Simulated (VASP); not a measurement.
# W (Fm-3m) in VASP: further runs, part 3 of 3

VASP 6.6.1.

### 4 Single point, PBE

This run uses another cell than the first one, of 16.73 Å³/atom, 1.027 times its volume.

INCAR reads:

```
SYSTEM = W
PREC     = Accurate       ! precision mode
ENCUT    = 520            ! plane-wave cutoff, eV
EDIFF    = 1E-6           ! SCF threshold, eV
ISMEAR   = 0              ! smearing method
SIGMA    = 0.028000000000000004 ! smearing width, eV
LREAL    = .False.        ! projectors in reciprocal space
LASPH    = .True.         ! aspherical terms in the spheres
NELM     = 80             ! most SCF steps
ALGO     = Normal         ! electronic algorithm
ISIF     = 2              ! what is computed and relaxed
LWAVE    = .False.        ! write WAVECAR
LCHARG   = .True.         ! write CHGCAR
GGA      = PE             ! functional
LELF     = .True.         ! ELF
LVHAR    = .True.       
NBANDS   = 13             ! bands
```

KPOINTS reads:

```
Automatic mesh
0
Gamma
  11 11 11
  0 0 0
```

POSCAR reads:

```
W
1.0
    0.0000000000      2.0300000000      2.0300000000
    2.0300000000      0.0000000000      2.0300000000
    2.0300000000      2.0300000000      0.0000000000
W
1
Direct
    0.0000000000      0.0000000000      0.0000000000
```

Potentials or basis: VASP PAW PBE potentials, release 64 (W_sv).

Command:

```bash
> cat potpaw_PBE.64/W_sv/POTCAR > POTCAR
> mpirun -np 1 vasp_std > vasp.out
```

OUTCAR:

```text
SYSTEM = W
   PREC = Accurate
   ENCUT = 520
   EDIFF = 1E-6
   ISMEAR = 0
   LREAL = .False.
   LASPH = .True.
   NELM = 80
   ISIF = 2
   GGA = PE

 ion  position               nearest neighbor table
   1  0.000  0.000  0.000-

  LATTYP: Found a face centered cubic cell.
 ALAT       =     4.0600000000

  Lattice vectors:

[... 554 lines left out ...]
      1     -63.4169      2.00000
      2     -27.7375      2.00000
      3     -27.3892      2.00000
      4     -27.2090      2.00000
      5       4.4491      2.00000
      6       8.1902      2.00000
      7       9.6081      2.00000
      8      11.1693      0.00000
      9      11.2319      0.00000
     10      14.6278      0.00000
     11      24.3430      0.00000
     12      27.8805      0.00000
     13      28.6656      0.00000

 [... further k-points ...]
[... 5 lines left out ...]
  --------------------------------------------------------------------------------------
  -------------------------------------------------------------------------------------
  Total       -0.4760968     -0.4760968     -0.4760968     -0.0000000      0.0000000      0.0000000
  in kB      -45.5919048    -45.5919048    -45.5919048     -0.0000000      0.0000000      0.0000000
  external PRESSURE =     -45.5919048 kB  Pullay stress =       0.0000000 kB

 VOLUME and BASIS-vectors are now :
 -----------------------------------------------------------------------------
  energy-cutoff  :      520.00
  volume of cell :       16.73
      direct lattice vectors                 reciprocal lattice vectors
     0.000000000  2.030000000  2.030000000    -0.246305419  0.246305419  0.246305419
     2.030000000  0.000000000  2.030000000     0.246305419 -0.246305419  0.246305419
     2.030000000  2.030000000  0.000000000     0.246305419  0.246305419 -0.246305419

 POSITION                                       TOTAL-FORCE (eV/Angst)
 -----------------------------------------------------------------------------------
      0.00000      0.00000      0.00000         0.000000      0.000000      0.000000
 -----------------------------------------------------------------------------------
    total drift:                                0.000000      0.000000      0.000000

  FREE ENERGIE OF THE ION-ELECTRON SYSTEM (eV)
  ---------------------------------------------------
  free  energy   TOTEN  =       -12.4779741812 eV

  energy  without entropy=      -12.4777519890  energy(sigma->0) =      -12.47786309
```

OSZICAR:

```text
N       E                     dE             d eps       ncg     rms          rms(c)
DAV:   1     0.834709178756E+02    0.83471E+02   -0.75930E+03  1461   0.123E+03
DAV:   2    -0.115869224689E+02   -0.95058E+02   -0.91472E+02  1606   0.312E+02
DAV:   3    -0.131051621565E+02   -0.15182E+01   -0.15135E+01  1611   0.390E+01
DAV:   4    -0.131120063662E+02   -0.68442E-02   -0.68440E-02  1621   0.285E+00
DAV:   5    -0.131120750799E+02   -0.68714E-04   -0.68713E-04  1641   0.265E-01    0.184E+01
DAV:   6    -0.126050780884E+02    0.50700E+00   -0.44383E-01  1541   0.873E+00    0.701E+00
DAV:   7    -0.124822765904E+02    0.12280E+00   -0.21295E-01  1626   0.571E+00    0.617E-01
DAV:   8    -0.124781162807E+02    0.41603E-02   -0.42072E-03  1481   0.825E-01    0.951E-02
DAV:   9    -0.124779760679E+02    0.14021E-03   -0.15290E-04  1651   0.142E-01    0.397E-02
DAV:  10    -0.124779736807E+02    0.23872E-05   -0.20436E-05  1571   0.578E-02    0.145E-03
DAV:  11    -0.124779741812E+02   -0.50050E-06   -0.36534E-07  1013   0.814E-03
   1 F= -.12477974E+02 E0= -.12477863E+02  d E =-.222192E-03
```

stdout:

```text
POSCAR found type information on POSCAR W
 POSCAR found :  1 types and       1 ions
 scaLAPACK will be used
 LDA part: xc-table for (Slater+PW92), standard interpolation
 POSCAR, INCAR and KPOINTS ok, starting setup
 FFT: planning ... GRIDC
 FFT: planning ... GRID_SOFT
 FFT: planning ... GRID
 WAVECAR not read
 entering main loop
```

Run time: 4.5 s. Hardware: 1 thread of Intel Xeon 6975P-C (Granite Rapids), shared host; peak memory 0.14 GiB.

Results:

```yaml
Free_energy: -12.4780 eV
Pressure: -4.6 GPa
Band_gap_on_the_k_mesh: zero (band 7 reaches 12.79 eV, above the bottom of band 8 at 9.69 eV)
```

Caveat: spin-orbit coupling is left out, which moves the levels of the heavy elements.

### 5 Relaxation of cell and atoms, revPBE+D3(BJ)

This run uses another cell than the first one, of 16.73 Å³/atom, 1.027 times its volume.

INCAR reads:

```
SYSTEM = W
PREC = Accurate
ENCUT = 600
EDIFF = 1E-6
ISMEAR = -1
SIGMA = 0.05
LREAL = .FALSE.
LASPH = .TRUE.
NELM = 60
ALGO = Normal
ISIF = 3
LWAVE = .FALSE.
LCHARG = .FALSE.
GGA = RE
IVDW = 12
IBRION = 2
NSW = 60
EDIFFG = -0.01
```

KPOINTS reads:

```
Automatic mesh
0
G
  11 11 11
  0 0 0
```

POSCAR is that of step 4.

Command:

```bash
> cat potpaw_PBE.64/W_sv/POTCAR > POTCAR
> mpirun -np 1 vasp_std > vasp.out
```

Run time: 16 s. Hardware: 1 thread of Intel Xeon 6975P-C (Granite Rapids), shared host; peak memory 0.16 GiB.

The run converged. Its results:

```yaml
Free_energy: -13.2620 eV
Relaxed_volume: 15.95 Å³/atom
Relaxed_cell: a = 2.826 Å, b = 2.826 Å, c = 2.826 Å, α = 60.00°, β = 60.00°, γ = 60.00°
Space_group_after_relaxing_to_0.05_Å: Fm-3m (No. 225)
Energy_gained_by_relaxing: 34.6 meV/atom
Ionic_steps: 7
Pressure_after_relaxing: 0.0 GPa
Band_gap_on_the_k_mesh: zero (band 7 reaches 13.74 eV, above the bottom of band 8 at 10.35 eV)
Dispersion_energy_per_atom: -1.241 eV
```

The path:
```csv
step,energy change (eV),largest force (eV/Å),pressure (GPa),volume (Å³)
1,0.0000,0.0000,-13.60,16.73
2,0.4398,0.0000,71.11,13.52
3,-0.0344,0.0000,-1.26,16.01
4,-0.0346,0.0000,-0.16,15.96
5,-0.0346,0.0000,0.15,15.94
6,-0.0346,0.0000,-0.43,15.97
7,-0.0346,0.0000,-0.01,15.95
```

Final structure:
```yaml
crystal:
  lattice:
    - [0.00000, 1.99797, 1.99797]
    - [1.99797, 0.00000, 1.99797]
    - [1.99797, 1.99797, 0.00000]
  atoms:
    - { symbol: W, position: [0.00000, 0.00000, 0.00000] }
```

Levels at points of the mesh, in eV from the Fermi level:
```tsv
k point	band 5	band 6	band 7	band 8	band 9	band 10
(0.00, 0.00, 0.00)	-9.13	-0.58	-0.58	-0.58	2.68	2.68
```

Caveat: the PAW data sets were made with another functional, which shifts forces and pressure a little; spin-orbit coupling is left out, which moves the levels of the heavy elements; pairwise dispersion overbinds metals, which lowers pressure and volume.

### 6 Relaxation of cell and atoms, revPBE+D4

This run uses another cell than the first one, of 16.73 Å³/atom, 1.027 times its volume.

INCAR reads:

```
  PREC = Accurate
  ENCUT = 600
  EDIFF = 1E-7
  ISMEAR = -1
  SIGMA = 0.05
  LREAL = False
  LASPH = True
  NELM = 100
  ALGO = Fast
  ISIF = 3
  LWAVE = False
  LCHARG = False
  GGA = RE
  IVDW = 13
  IBRION = 2
  NSW = 60
  EDIFFG = -0.01
```

KPOINTS reads:

```
Automatic mesh
0
Gamma
  11 11 11
```

POSCAR is that of step 5.

Potentials or basis: VASP PAW PBE potentials, release 64 (W_sv).

Command:

```bash
> cat potpaw_PBE.64/W_sv/POTCAR > POTCAR
> mpirun -np 1 vasp_std > vasp.out
```

Wall time 17 s (1 thread of Intel Xeon 6975P-C (Granite Rapids), shared host); peak memory 0.16 GiB.

It converged, with:

```
Free energy                            : -13.0296 eV
Relaxed volume                         : 16.11 Å³/atom
Relaxed cell                           : a = 2.835 Å, b = 2.835 Å, c = 2.835 Å, α = 60.00°, β = 60.00°, γ = 60.00°
Space group after relaxing (to 0.05 Å) : Fm-3m (No. 225)
Energy gained by relaxing              : 22.0 meV/atom
Ionic steps                            : 4
Pressure after relaxing                : -0.1 GPa
Band gap on the k mesh                 : zero (band 7 reaches 13.55 eV, above the bottom of band 8 at 10.23 eV)
Dispersion energy per atom             : -0.998 eV
```

The path:
| step | energy change (eV) | largest force (eV/Å) | pressure (GPa) | volume (Å³) |
| --- | --- | --- | --- | --- |
| 1 | 0.0000 | 0.0000 | -10.87 | 16.73 |
| 2 | 0.2694 | 0.0000 | 52.26 | 14.13 |
| 3 | -0.0219 | 0.0000 | -0.81 | 16.15 |
| 4 | -0.0220 | 0.0000 | -0.08 | 16.11 |

Final structure:
```xyz
1
Lattice="0.0000 2.0046 2.0046 2.0046 0.0000 2.0046 2.0046 2.0046 0.0000" Properties=species:S:1:pos:R:3 pbc="T T T"
W     2.0046    2.0046    0.0000
```

Levels at points of the mesh, in eV from the Fermi level:
| k point | band 4 | band 5 | band 6 | band 7 | band 8 | band 9 | band 10 | band 11 |
| --- | --- | --- | --- | --- | --- | --- | --- | --- |
| (0.00, 0.00, 0.00) | -37.26 | -9.08 | -0.57 | -0.57 | -0.57 | 2.65 | 2.65 | 12.79 |

Caveat: the PAW data sets were made with another functional, which shifts forces and pressure a little; spin-orbit coupling is left out, which moves the levels of the heavy elements; pairwise dispersion overbinds metals, which lowers pressure and volume.

### 7 The runs side by side

```csv
task,level,cell,cutoff (eV),smearing,gap on the mesh (eV),pressure (GPa),relaxed volume (Å³/atom)
single point,BLYP+D4,"a = 2.845 Å, angles 60.0°, 1 atom",520,fermi-dirac 0.05 eV,none,1.7,-
single point,PBE,"a = 2.871 Å, angles 60.0°, 1 atom",520,gaussian 0.027 eV,none,-4.5,-
single point,PBE,"a = 2.871 Å, angles 60.0°, 1 atom",520,gaussian 0.028 eV,none,-4.6,-
relaxation of cell and atoms,revPBE+D3(BJ),"relaxed from a = 2.871 Å, angles 60.0°, 1 atom",600,fermi-dirac 0.05 eV,none,0.0,15.95
relaxation of cell and atoms,revPBE+D4,"relaxed from a = 2.871 Å, angles 60.0°, 1 atom",600,fermi-dirac 0.05 eV,none,-0.1,16.11
```

Alike in all rows: potentials or basis VASP PAW PBE potentials, release 64 (W_sv); no spin polarisation; k mesh 11 × 11 × 11.

Caveats: spin-orbit coupling is left out, which moves the levels of the heavy elements; the PAW data sets were made with another functional, which shifts forces and pressure a little (some runs); pairwise dispersion overbinds metals, which lowers pressure and volume (some runs).

Total energies depend on the potentials used, so only differences within one code and one set of settings carry meaning.
